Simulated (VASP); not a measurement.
# Au (Fm-3m) in VASP: a series of runs

Au is run at these levels: PBE; tasks: single point.

Everything below comes from runs of VASP 6.6.1. Logs are shortened: lines on timing, memory, paths and dates and some standing lists are left out, and cuts for length are marked.

## Step 1: The cell of the first run

The structure is cubic, space group Fm-3m (No. 225). Conventional cell: a = 3.900 Å, b = 3.900 Å, c = 3.900 Å, α = 90.00°, β = 90.00°, γ = 90.00°. Au (site symmetry m-3m) has 12 Au at 2.76 Å within 3.6 Å.

## Step 2: Single point, PBE

INCAR

```
SYSTEM = Au
  PREC = Accurate
  ENCUT = 520
  EDIFF = 1E-7
  ISMEAR = -1
  SIGMA = 0.05
  LREAL = .FALSE.
  LASPH = .TRUE.
  NELM = 60
  ALGO = Normal
  ISIF = 2
  LWAVE = .FALSE.
  LCHARG = .FALSE.
  GGA = PE
  NBANDS = 12
```

KPOINTS

```
Automatic mesh
0
G
  10 10 10
  0 0 0
```

POSCAR

```
Au
1.0
    0.0000000000      1.9501078818      1.9501078818
    1.9501078818      0.0000000000      1.9501078818
    1.9501078818      1.9501078818      0.0000000000
Au
1
Direct
    0.0000000000      0.0000000000      0.0000000000
```

Potentials or basis: VASP PAW PBE potentials, release 64 (Au).

The run is started by

```
$ cat potpaw_PBE.64/Au/POTCAR > POTCAR
$ mpirun -np 1 vasp_std > vasp.out
```

OUTCAR:

```text
SYSTEM = Au
   PREC = Accurate
   ENCUT = 520
   EDIFF = 1E-7
   ISMEAR = -1
   LREAL = .FALSE.
   LASPH = .TRUE.
   NELM = 60
   ISIF = 2
   GGA = PE

 ion  position               nearest neighbor table
   1  0.000  0.000  0.000-

  LATTYP: Found a face centered cubic cell.
 ALAT       =     3.9002157636

  Lattice vectors:

 A1 = (   0.0000000000,   1.9501078818,   1.9501078818)
 A2 = (   1.9501078818,   0.0000000000,   1.9501078818)
 A3 = (   1.9501078818,   1.9501078818,   0.0000000000)

Analysis of symmetry for initial positions (statically):
=====================================================================
 Subroutine PRICEL returns:
 Original cell was already a primitive cell.

 Routine SETGRP: Setting up the symmetry group for a
 face centered cubic supercell.

 Subroutine GETGRP returns: Found 48 space group operations
 (whereof 48 operations were pure point group operations)
 out of a pool of 48 trial point group operations.

The static configuration has the point symmetry O_h .

Analysis of symmetry for dynamics (positions and initial velocities):
=====================================================================
 Subroutine PRICEL returns:
 Original cell was already a primitive cell.

 Routine SETGRP: Setting up the symmetry group for a
 face centered cubic supercell.

 Subroutine GETGRP returns: Found 48 space group operations
 (whereof 48 operations were pure point group operations)
 out of a pool of 48 trial point group operations.

The dynamic configuration has the point symmetry O_h .

 Subroutine INISYM returns: Found 48 space group operations
 (whereof 48 operations are pure point group operations),
 and found     1 'primitive' translations

----------------------------------------------------------------------------------------

                                     Primitive cell

  volume of cell :      14.8322

  direct lattice vectors                    reciprocal lattice vectors
     0.000000000  1.950107882  1.950107882    -0.256396072  0.256396072  0.256396072
     1.950107882  0.000000000  1.950107882     0.256396072 -0.256396072  0.256396072
     1.950107882  1.950107882  0.000000000     0.256396072  0.256396072 -0.256396072

  length of vectors
     2.757869015  2.757869015  2.757869015     0.444091023  0.444091023  0.444091023

  position of ions in fractional coordinates (direct lattice)
     0.000000000  0.000000000  0.000000000

  ion indices of the primitive-cell ions
   primitive index   ion index
                 1           1

[... 79 lines left out ...]
   POTIM  = 0.5000    time-step for ionic-motion
   TEBEG  =    0.0;   TEEND  =   0.0 temperature during run
   PSTRESS=    0.0 pullay stress
   NELECT =      11.0000    total number of electrons
   NUPDOWN=      -1.0000    fix difference up-down
   EMIN   =  10.00;   EMAX   =-10.00  energy-range for DOS
   EFERMI =   0.00;   METHOD = LEGACY
   ISMEAR =    -1;   SIGMA  =   0.05  broadening in eV -4-tet -1-fermi 0-gaus
   EFERMI_NEDOS =   21; number of points for ismear=-14 and -15
   IALGO  =     38    algorithm
   IMIX   =      4    mixing-type and parameters
     AMIX     =   0.40;   BMIX     =  1.00
     AMIX_MAG =   1.60;   BMIX_MAG =  1.00
  volume/ion in A,a.u.               =      14.83       100.09
  Fermi-wavevector in a.u.,A,eV,Ry     =   1.481848  2.800287 29.876686  2.195874
  Thomas-Fermi vector in A             =   2.595708
   LORBIT       =      0    0 simple, 1 ext, 2 COOP (PROOUT), +10 PAW based schemes
   GGA     = PE    functional components
   LHFCALC =     F    Hartree Fock is set to
   AEXX    =    0.0000 exact exchange contribution
   IVDW    =     0    specifies the selected vdW correction
   LEPSILON=     F    determine dielectric tensor
   LRPA    =     F    only Hartree local field effects (RPA)
 non-spin polarized calculation
  energy-cutoff  :      520.00
  volume of cell :       14.83
 maximum number of plane-waves:       411
 NGX is ok and might be reduce to    24
   NGX = 11   NGY = 11   NGZ = 11

 number of electron      10.9999999 magnetization

 Free energy of the ion-electron system (eV)
  ---------------------------------------------------
  ext. energy  EPLUGINS =         0.00000000
  ---------------------------------------------------
  free energy    TOTEN  =        -2.82910708 eV

  energy without entropy =       -2.82395905  energy(sigma->0) =       -2.82653306

 E-fermi :  11.9917     XC(G=0): -13.5656

 val. band max:       11.9309595306   @ k =  -0.2000   0.3000   0.1000
 cond. band min:      12.2054810618   @ k =   0.5000   0.3000   0.1000
 fundamental gap:      0.2745215311
 Fermi energy:        11.9917100913

 k-point     1 :       0.0000    0.0000    0.0000
  band No.  band energies     occupation
      1       0.5539      2.00000
      2       6.4548      2.00000
      3       6.4548      2.00000
      4       6.4548      2.00000
      5       8.3879      2.00000
      6       8.3879      2.00000
      7      26.1964      0.00000
      8      31.0114      0.00000
      9      31.0114      0.00000
     10      31.0114      0.00000
     11      36.3926      0.00000
     12      42.8163      0.00000
[... 331 lines left out ...]
 k-point    24 :       0.4000    0.3000    0.0000
  band No.  band energies     occupation
      1       3.9660      2.00000
      2       4.4773      2.00000
      3       7.7593      2.00000
      4       8.7286      2.00000
      5       9.8232      2.00000
      6      10.3887      2.00000
      7      22.6751      0.00000
      8      25.1513      0.00000
      9      25.2970      0.00000
     10      30.7160      0.00000
     11      32.9471      0.00000
     12      40.1957      0.00000

 [... further k-points ...]

------------------------ aborting loop because EDIFF is reached ----------------------------------------

  FORCE on cell =-STRESS in cart. coord.  units (eV):
  Direction    XX          YY          ZZ          XY          YZ          ZX
  --------------------------------------------------------------------------------------
  -------------------------------------------------------------------------------------
  Total        4.3189363      4.3189363      4.3189363     -0.0000000      0.0000000     -0.0000000
  in kB      466.5320397    466.5320397    466.5320397     -0.0000000      0.0000000     -0.0000000
  external PRESSURE =     466.5320397 kB  Pullay stress =       0.0000000 kB

 VOLUME and BASIS-vectors are now :
 -----------------------------------------------------------------------------
  energy-cutoff  :      520.00
  volume of cell :       14.83
      direct lattice vectors                 reciprocal lattice vectors
     0.000000000  1.950107882  1.950107882    -0.256396072  0.256396072  0.256396072
     1.950107882  0.000000000  1.950107882     0.256396072 -0.256396072  0.256396072
     1.950107882  1.950107882  0.000000000     0.256396072  0.256396072 -0.256396072

 POSITION                                       TOTAL-FORCE (eV/Angst)
 -----------------------------------------------------------------------------------
      0.00000      0.00000      0.00000        -0.000000     -0.000000     -0.000000
 -----------------------------------------------------------------------------------
    total drift:                               -0.000000      0.000000     -0.000000

  FREE ENERGIE OF THE ION-ELECTRON SYSTEM (eV)
  ---------------------------------------------------
  free  energy   TOTEN  =        -2.8291070794 eV

  energy  without entropy=       -2.8239590476  energy(sigma->0) =       -2.82653306
```

OSZICAR:

```text
N       E                     dE             d eps       ncg     rms          rms(c)
DAV:   1     0.512195457733E+02    0.51220E+02   -0.56401E+03  1176   0.825E+02
DAV:   2    -0.238234713437E+01   -0.53602E+02   -0.50884E+02  1320   0.195E+02
DAV:   3    -0.309060732478E+01   -0.70826E+00   -0.70740E+00  1360   0.214E+01
DAV:   4    -0.309287711242E+01   -0.22698E-02   -0.22697E-02  1380   0.140E+00
DAV:   5    -0.309289156277E+01   -0.14450E-04   -0.14450E-04  1376   0.103E-01    0.147E+01
DAV:   6    -0.286330765563E+01    0.22958E+00   -0.47923E-01  1248   0.591E+00    0.884E+00
DAV:   7    -0.283235801090E+01    0.30950E-01   -0.10735E-01  1280   0.278E+00    0.287E+00
DAV:   8    -0.282911448586E+01    0.32435E-02   -0.63914E-03  1268   0.717E-01    0.293E-01
DAV:   9    -0.282910237272E+01    0.12113E-04   -0.25622E-05  1328   0.470E-02    0.142E-02
DAV:  10    -0.282910696071E+01   -0.45880E-05   -0.19381E-06  1368   0.116E-02    0.454E-03
DAV:  11    -0.282910710866E+01   -0.14794E-06   -0.63583E-08  1164   0.209E-03    0.743E-04
DAV:  12    -0.282910707938E+01    0.29281E-07   -0.40715E-09   720   0.602E-04
   1 F= -.28291071E+01 E0= -.28265331E+01  d E =-.514803E-02
```

stdout:

```text
POSCAR found type information on POSCAR Au
 POSCAR found :  1 types and       1 ions
 scaLAPACK will be used
 LDA part: xc-table for (Slater+PW92), standard interpolation
 POSCAR, INCAR and KPOINTS ok, starting setup
 FFT: planning ... GRIDC
 FFT: planning ... GRID_SOFT
 FFT: planning ... GRID
 WAVECAR not read
 entering main loop
```

It took 5.4 s on 1 thread of Intel Xeon Platinum 8488C (Sapphire Rapids), shared host; peak memory 0.14 GiB.

Results:

```
Free energy : -2.8291 eV
Pressure    : 46.7 GPa
```

Levels at points of the mesh, in eV from the Fermi level:
```
           k point  band 3  band 4  band 5  band 6  band 7  band 8  band 9  band 10
(0.00, 0.00, 0.00)   -5.54   -5.54   -3.60   -3.60   14.20   19.02   19.02    19.02
(0.50, 0.00, 0.00)   -5.60   -2.08   -2.08   -1.65    3.89   13.70   18.12    18.12
(0.50, 0.50, 0.00)   -2.12   -1.66   -1.66    0.61    7.01   10.38   10.38    18.78
```

Caveat: spin-orbit coupling is left out, which moves the levels of the heavy elements.

## Step 3: Single point, PBE

This run uses another cell than the first one, of 15.51 Å³/atom, 1.045 times its volume.

INCAR

```
SYSTEM = Au
  PREC = Accurate
  ENCUT = 520
  EDIFF = 1E-6
  ISMEAR = -1
  SIGMA = 0.05
  LREAL = .FALSE.
  LASPH = .TRUE.
  NELM = 80
  ALGO = Normal
  ISIF = 2
  LWAVE = .FALSE.
  LCHARG = .TRUE.
  GGA = PE
  LELF = .TRUE.
  LVHAR = .TRUE.
  NBANDS = 12
```

KPOINTS is that of step 2.

POSCAR

```
Au
1.0
    0.0000000000      1.9792182614      1.9792182614
    1.9792182614      0.0000000000      1.9792182614
    1.9792182614      1.9792182614      0.0000000000
Au
1
Direct
    0.0000000000      0.0000000000      0.0000000000
```

Potentials or basis: VASP PAW PBE potentials, release 64 (Au).

The run is started by

```
$ cat potpaw_PBE.64/Au/POTCAR > POTCAR
$ mpirun -np 1 vasp_std > vasp.out
```

Run time: 5.6 s. Hardware: 1 thread of Intel Xeon Platinum 8488C (Sapphire Rapids), shared host; peak memory 0.14 GiB.

Results (log left out):

* Free energy: -2.9931 eV
* Pressure: 31.6 GPa

Levels at points of the mesh, in eV from the Fermi level:
| k point | band 2 | band 3 | band 4 | band 5 | band 6 | band 7 | band 8 | band 9 | band 10 | band 11 |
| --- | --- | --- | --- | --- | --- | --- | --- | --- | --- | --- |
| (0.00, 0.00, 0.00) | -5.23 | -5.23 | -5.23 | -3.44 | -3.44 | 14.35 | 18.90 | 18.90 | 18.90 | 24.12 |
| (0.50, 0.00, 0.00) | -5.28 | -5.28 | -2.02 | -2.02 | -1.40 | 3.63 | 13.83 | 17.84 | 17.84 | 26.43 |
| (0.50, 0.50, 0.00) | -7.63 | -2.07 | -1.64 | -1.64 | 0.76 | 6.61 | 10.29 | 10.29 | 18.29 | 21.19 |

Caveat: spin-orbit coupling is left out, which moves the levels of the heavy elements.

[end of part 1 of 2]
